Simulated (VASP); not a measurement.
Here is a VASP 6.6.1 calculation.

The input INCAR:

```
SYSTEM = Si
PREC     = Accurate       ! precision mode
ENCUT    = 520            ! plane-wave cutoff, eV
EDIFF    = 1E-6           ! SCF threshold, eV
ISMEAR   = -1             ! smearing method
SIGMA    = 0.02           ! smearing width, eV
LREAL    = .False.        ! projectors in reciprocal space
LASPH    = .True.         ! aspherical terms in the spheres
NELM     = 80             ! most SCF steps
ALGO     = Normal         ! electronic algorithm
ISIF     = 2              ! what is computed and relaxed
LWAVE    = .False.        ! write WAVECAR
LCHARG   = .False.        ! write CHGCAR
GGA      = PE             ! functional
NBANDS   = 16             ! bands
```

Contents of KPOINTS:

```
regular mesh
0
Gamma
  12 12 4
  0 0 0
```

Contents of POSCAR:

```
Si
1.0
    3.8321295414      0.0000000000      0.0000000000
   -1.9160647707      3.3187215334      0.0000000000
    0.0000000000      0.0000000000      6.3412168871
Si
4
Direct
    0.3333333333      0.6666666667      0.0005609413
    0.6666666667      0.3333333333      0.5005609413
    0.3333333333      0.6666666667      0.3744390587
    0.6666666667      0.3333333333      0.8744390587
```

Potentials or basis: VASP PAW PBE potentials, release 64 (Si).

Launch:

```bash
$ cat potpaw_PBE.64/Si/POTCAR > POTCAR
$ mpirun -np 1 vasp_std > vasp.out
```

**Question.** Estimate the band gap on the k mesh.

**Answer.** 0.43 eV, indirect (least direct gap 1.04 eV).

**Question.** Predict the largest force.

**Answer.** 0.003 eV/Å.

**Question.** Predict the pressure.

**Answer.** 1.2 GPa.

Forces in eV/Å, atoms in the order of the input:
```
Si   0.000  0.000 -0.003
Si   0.000  0.000 -0.003
Si   0.000  0.000  0.003
Si   0.000  0.000  0.003
```

A k mesh can miss the band edges. A hybrid or GW would open this gap; PBE tends to underestimate it.
